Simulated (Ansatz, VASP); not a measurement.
InP: VASP beside Ansatz

```
In P
1.0
     5.82677    0.00000    0.00000
     0.00000    4.12015    0.00000
     0.00000    0.00000   28.36044
In P
7 7
Direct
  0.55674 0.50000 0.29783
  0.98335 0.00000 0.35171
  0.48713 0.50000 0.42822
  0.98369 0.00000 0.50000
  0.48713 0.50000 0.57178
  0.98335 0.00000 0.64829
  0.55675 0.50000 0.70217
  0.76642 0.00000 0.27407
  0.23342 0.50000 0.35538
  0.73903 0.00000 0.42648
  0.23411 0.50000 0.50000
  0.73903 0.00000 0.57352
  0.23342 0.50000 0.64462
  0.76643 0.00000 0.72593
```

Alike in both runs: functional LDA; k mesh 4 × 6 × 1; occupations gaussian, width 0.05 eV; no spin polarisation.

Ansatz relaxed the structure, and its values are those at the end. VASP's run is a single point on that final structure, the one shown.

```csv
,VASP,Ansatz
version,VASP 6.6.1,Ansatz 0.2.0
potentials or method,"VASP PAW LDA potentials, release 64 (In_d, P), cutoff 520 eV","plane-wave PAW, scalar-relativistic"
valence electrons in the cell,126,126
```

```csv
,VASP,Ansatz,Ansatz less VASP
gap on the k mesh at the Fermi level (eV),0.95,0.95,+0.004
```

Ansatz warns that its potentials were made for another functional, while VASP's fit it. LDA's correlation is that of Perdew and Zunger in VASP and of Perdew and Wang (1992) in Ansatz.
